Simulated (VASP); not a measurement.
# Rh (Fm-3m) in VASP: further runs, part 2 of 2

VASP 6.6.1. Earlier steps stand in the parts before.

**3. Single point, r2SCAN**

POSCAR reads:

```
Rh
1.0
    0.0000000000      1.9008071574      1.9008071574
    1.9008071574      0.0000000000      1.9008071574
    1.9008071574      1.9008071574      0.0000000000
Rh
1
Direct
    0.0000000000      0.0000000000      0.0000000000
```

INCAR.step1 reads:

```
PREC     = Accurate       # precision mode
ENCUT    = 580            # plane-wave cutoff, eV
ISMEAR   = 1              # smearing method
SIGMA    = 0.03           # smearing width, eV
LREAL    = F              # projectors in reciprocal space
LASPH    = T              # aspherical terms in the spheres
NELM     = 120            # most SCF steps
NBANDS   = 14             # bands
GGA      = PE             # functional
ALGO     = Normal         # electronic algorithm
EDIFF    = 1E-5           # SCF threshold, eV
LWAVE    = T              # write WAVECAR
LCHARG   = F              # write CHGCAR
GGA_COMPAT= F
```

INCAR.step2 reads:

```
PREC     = Accurate       # precision mode
ENCUT    = 580            # plane-wave cutoff, eV
EDIFF    = 1E-6           # SCF threshold, eV
ISMEAR   = 1              # smearing method
SIGMA    = 0.03           # smearing width, eV
LREAL    = F              # projectors in reciprocal space
LASPH    = T              # aspherical terms in the spheres
NELM     = 120            # most SCF steps
ALGO     = Normal         # electronic algorithm
ISIF     = 2              # what is computed and relaxed
LWAVE    = F              # write WAVECAR
LCHARG   = F              # write CHGCAR
METAGGA  = R2SCAN         # meta-GGA
LMIXTAU  = T            
NBANDS   = 14             # bands
ISTART   = 1            
GGA_COMPAT= F
```

KPOINTS reads:

```
regular mesh
0
Gamma
  14 14 14
```

Potentials or basis: VASP PAW PBE potentials, release 64 (Rh_sv_GW).

Run with:

```bash
> cat potpaw_PBE.64/Rh_sv_GW/POTCAR > POTCAR
> cp INCAR.step1 INCAR
> mpirun -np 1 vasp_std > vasp.out
> cp INCAR.step2 INCAR
> mpirun -np 1 vasp_std > vasp.out
```

OUTCAR:

```text
PREC = Accurate
   ENCUT = 580
   EDIFF = 1E-6
   ISMEAR = 1
   LREAL = F
   LASPH = T
   NELM = 120
   ISIF = 2
   METAGGA = R2SCAN
   ISTART = 1

 ion  position               nearest neighbor table
   1  0.000  0.000  0.000-

  LATTYP: Found a face centered cubic cell.
 ALAT       =     3.8016143148

  Lattice vectors:

 A1 = (   0.0000000000,   1.9008071574,   1.9008071574)
 A2 = (   1.9008071574,   0.0000000000,   1.9008071574)
 A3 = (   1.9008071574,   1.9008071574,   0.0000000000)

Analysis of symmetry for initial positions (statically):
=====================================================================
 Subroutine PRICEL returns:
 Original cell was already a primitive cell.

 Routine SETGRP: Setting up the symmetry group for a
 face centered cubic supercell.

 Subroutine GETGRP returns: Found 48 space group operations
 (whereof 48 operations were pure point group operations)
 out of a pool of 48 trial point group operations.

The static configuration has the point symmetry O_h .

Analysis of symmetry for dynamics (positions and initial velocities):
=====================================================================
 Subroutine PRICEL returns:
 Original cell was already a primitive cell.

 Routine SETGRP: Setting up the symmetry group for a
 face centered cubic supercell.

 Subroutine GETGRP returns: Found 48 space group operations
 (whereof 48 operations were pure point group operations)
 out of a pool of 48 trial point group operations.

The dynamic configuration has the point symmetry O_h .

 Subroutine INISYM returns: Found 48 space group operations
 (whereof 48 operations are pure point group operations),
 and found     1 'primitive' translations

----------------------------------------------------------------------------------------
[... 111 lines left out ...]
     AMIX_MAG =   1.60;   BMIX_MAG =  1.00
  volume/ion in A,a.u.               =      13.74        92.69
  Fermi-wavevector in a.u.,A,eV,Ry     =   1.757693  3.321559 42.035002  3.089486
  Thomas-Fermi vector in A             =   2.826998
   LORBIT       =      0    0 simple, 1 ext, 2 COOP (PROOUT), +10 PAW based schemes
   METAGGA = R2SCAN    functional components
   LHFCALC =     F    Hartree Fock is set to
   AEXX    =    0.0000 exact exchange contribution
   IVDW    =     0    specifies the selected vdW correction
   LEPSILON=     F    determine dielectric tensor
   LRPA    =     F    only Hartree local field effects (RPA)
 non-spin polarized calculation
 Methfessel and Paxton  Order N= 1 SIGMA  =   0.03
  energy-cutoff  :      580.00
  volume of cell :       13.74
 maximum number of plane-waves:       448
 NGX is ok and might be reduce to    24
   NGX = 11   NGY = 11   NGZ = 11

 number of electron      17.0000001 magnetization

 Free energy of the ion-electron system (eV)
  ---------------------------------------------------
  ext. energy  EPLUGINS =         0.00000000
  ---------------------------------------------------
  free energy    TOTEN  =       -23.28193658 eV

  energy without entropy =      -23.28228096  energy(sigma->0) =      -23.28205138

 E-fermi :  10.6710     XC(G=0): -15.2736

 val. band max:       10.6532599210   @ k =   0.3571   0.0000   0.0000
 cond. band min:      10.6995793244   @ k =  -0.2857   0.3571   0.0714
 fundamental gap:      0.0463194034
 Fermi energy:        10.6709928915

 k-point     1 :       0.0000    0.0000    0.0000
  band No.  band energies     occupation
      1     -70.4481      2.00000
      2     -37.0769      2.00000
      3     -37.0769      2.00000
      4     -37.0769      2.00000
      5       2.5511      2.00000
      6       7.5452      2.00000
      7       7.5452      2.00000
      8       7.5452      2.00000
      9       9.6449      2.00000
     10       9.6449      2.00000
     11      27.1738      0.00000
     12      32.8221      0.00000
     13      32.8221      0.00000
     14      32.8221      0.00000
[... 377 lines left out ...]
      1     -70.3750      2.00000
      2     -37.4706      2.00000
      3     -37.1869      2.00000
      4     -37.1784      2.00000
      5       4.8724      2.00000
      6       6.4963      2.00000
      7       7.8756      2.00000
      8       8.4742      2.00000
      9       9.7858      2.00000
     10      10.4117      2.00000
     11      27.3939      0.00000
     12      29.7249      0.00000
     13      32.2054      0.00000
     14      33.4037      0.00000

 [... further k-points ...]
[... 5 lines left out ...]
  --------------------------------------------------------------------------------------
  -------------------------------------------------------------------------------------
  Total       -0.1712529     -0.1712529     -0.1712529     -0.0000000     -0.0000000     -0.0000000
  in kB      -19.9758127    -19.9758127    -19.9758127     -0.0000000     -0.0000000     -0.0000000
  external PRESSURE =     -19.9758127 kB  Pullay stress =       0.0000000 kB

 VOLUME and BASIS-vectors are now :
 -----------------------------------------------------------------------------
  energy-cutoff  :      580.00
  volume of cell :       13.74
      direct lattice vectors                 reciprocal lattice vectors
     0.000000000  1.900807157  1.900807157    -0.263046148  0.263046148  0.263046148
     1.900807157  0.000000000  1.900807157     0.263046148 -0.263046148  0.263046148
     1.900807157  1.900807157  0.000000000     0.263046148  0.263046148 -0.263046148

 POSITION                                       TOTAL-FORCE (eV/Angst)
 -----------------------------------------------------------------------------------
      0.00000      0.00000      0.00000         0.000000      0.000000      0.000000
 -----------------------------------------------------------------------------------
    total drift:                                0.000000      0.000000      0.000000

  FREE ENERGIE OF THE ION-ELECTRON SYSTEM (eV)
  ---------------------------------------------------
  free  energy   TOTEN  =       -23.2819365813 eV

  energy  without entropy=      -23.2822809631  energy(sigma->0) =      -23.28205138
```

It took 73 s on 1 thread of Intel Xeon 6975P-C (Granite Rapids), shared host; peak memory 0.17 GiB.

What came out:

```yaml
Free_energy: -23.2819 eV
Pressure: -2.0 GPa
```

Levels at points of the mesh, in eV from the Fermi level:
| k point | band 5 | band 6 | band 7 | band 8 | band 9 | band 10 | band 11 | band 12 |
| --- | --- | --- | --- | --- | --- | --- | --- | --- |
| (0.00, 0.00, 0.00) | -8.12 | -3.13 | -3.13 | -3.13 | -1.03 | -1.03 | 16.50 | 22.15 |
| (0.50, 0.00, 0.00) | -6.29 | -3.24 | -3.24 | 0.63 | 0.63 | 0.94 | 9.15 | 16.11 |
| (0.50, 0.50, 0.00) | -6.50 | -6.13 | 0.56 | 1.09 | 1.09 | 3.52 | 12.93 | 14.00 |

Caveat: the PAW data sets were made with another functional, which shifts forces and pressure a little.

**4. Single point, r2SCAN**

POSCAR is that of step 3.

INCAR.step1 reads:

```
ALGO     = Normal         # electronic algorithm
EDIFF    = 1E-5           # SCF threshold, eV
ENCUT    = 580            # plane-wave cutoff, eV
GGA      = PE             # functional
GGA_COMPAT= False        
ISMEAR   = 0              # smearing method
LASPH    = True           # aspherical terms in the spheres
LCHARG   = False          # write CHGCAR
LREAL    = False          # projectors in reciprocal space
LWAVE    = True           # write WAVECAR
NBANDS   = 14             # bands
NELM     = 120            # most SCF steps
PREC     = Accurate       # precision mode
SIGMA    = 1.0            # smearing width, eV
```

INCAR.step2 reads:

```
ALGO     = Normal         # electronic algorithm
EDIFF    = 1E-6           # SCF threshold, eV
ENCUT    = 580            # plane-wave cutoff, eV
GGA_COMPAT= False        
ISIF     = 2              # what is computed and relaxed
ISMEAR   = 0              # smearing method
ISTART   = 1            
LASPH    = True           # aspherical terms in the spheres
LCHARG   = True           # write CHGCAR
LELF     = True           # ELF
LMIXTAU  = True         
LREAL    = False          # projectors in reciprocal space
LVHAR    = True         
LWAVE    = False          # write WAVECAR
METAGGA  = R2SCAN         # meta-GGA
NBANDS   = 14             # bands
NELM     = 120            # most SCF steps
PREC     = Accurate       # precision mode
SIGMA    = 1.0            # smearing width, eV
```

KPOINTS reads:

```
k-points
0
Gamma
  14 14 14
```

Run with:

```bash
> cat potpaw_PBE.64/Rh_sv_GW/POTCAR > POTCAR
> cp INCAR.step1 INCAR
> mpirun -np 1 vasp_std > vasp.out
> cp INCAR.step2 INCAR
> mpirun -np 1 vasp_std > vasp.out
```

Run time: 93 s. Hardware: 1 thread of AMD EPYC 7R13 (Zen 3), shared host; peak memory 0.14 GiB.

The run converged. Its results:

| Property | Result |
| --- | --- |
| Free energy | -23.6078 eV |
| Pressure | 4.0 GPa |

Levels at points of the mesh, in eV from the Fermi level:
```tsv
k point	band 4	band 5	band 6	band 7	band 8	band 9	band 10	band 11	band 12	band 13
(0.00, 0.00, 0.00)	-47.73	-8.14	-3.12	-3.12	-3.12	-1.01	-1.01	16.48	22.13	22.13
(0.50, 0.00, 0.00)	-47.84	-6.29	-3.24	-3.24	0.64	0.64	0.91	9.15	16.07	22.04
(0.50, 0.50, 0.00)	-48.02	-6.51	-6.13	0.57	1.10	1.10	3.51	12.92	13.99	13.99
```

Caveat: the PAW data sets were made with another functional, which shifts forces and pressure a little.

**5. Summary**

| smearing | gap on the mesh (eV) | pressure (GPa) |
| --- | --- | --- |
| methfessel-paxton 0.1 eV | none | -2.0 |
| methfessel-paxton 0.03 eV | none | -2.0 |
| gaussian 1 eV | none | 4.0 |

Alike in all rows: task single point; level r2SCAN; potentials or basis VASP PAW PBE potentials, release 64 (Rh_sv_GW); no spin polarisation; cell as given; k mesh 14 × 14 × 14; cutoff (eV) 580.

Every run on the cell as given and a fine mesh finds a metal.

Caveats: the PAW data sets were made with another functional, which shifts forces and pressure a little.

Total energies depend on the potentials used, so only differences within one code and one set of settings carry meaning.
